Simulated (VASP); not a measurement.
Runs of VASP 6.6.1 on Ti3Se. The structure is that of space group Fm-3m (No. 225), or close to it. The cells are those of the table. 

```tsv
task	spin	cell	k mesh	cutoff (eV)	k mesh for the DOS	occupations for the DOS	gap on the mesh (eV)	pressure (GPa)	moment (μB)	relaxed volume (Å³/atom)
relaxation of cell and atoms	collinear	relaxed from a = 4.513 Å, angles 60.0°, 4 atoms	6 × 6 × 6	600	-	-	none	0.0	0.00	15.98
single point	off	a = 4.489 Å, angles 60.0°, 4 atoms	12 × 12 × 12	520	-	-	none	0.0	-	-
single point	collinear, ferromagnetic start	a = 4.513 Å, angles 60.0°, 4 atoms	4 × 4 × 4	520	-	-	none	-0.1	0.57	-
single point	collinear, ferromagnetic start	a = 5.117 Å, angles 60.0°, 4 atoms	4 × 4 × 4	520	-	-	none	(a)	2.92	-
single point	collinear	a = 4.489 Å, angles 60.0°, 4 atoms	6 × 6 × 6	520	-	-	none	0.0	0.00	-
relaxation of cell and atoms	off	relaxed from a = 4.489 Å, angles 60.0°, 4 atoms	12 × 12 × 12	600	-	-	none	0.0	-	-
relaxation of cell and atoms	collinear, ferromagnetic start	relaxed from a = 5.117 Å, angles 60.0°, 4 atoms	4 × 4 × 4	600	-	-	none	-0.1	0.57	16.25
```

Alike in all rows: level PBE; potentials or basis VASP PAW PBE potentials, release 64 (Ti_sv, Se); smearing gaussian 0.1 eV.

Estimate the missing entries.

(a) -16.4.

Caveats: some runs use coarse meshes; the relaxation stopped at its first step, so nothing moved (some runs); the volume moved by over 15 % at a fixed basis, so the end points are rough (some runs).

A k mesh can miss the band edges, and the runs leave out spin-orbit coupling on Se.

A gap of «none» marks levels without a gap at the run's occupations.
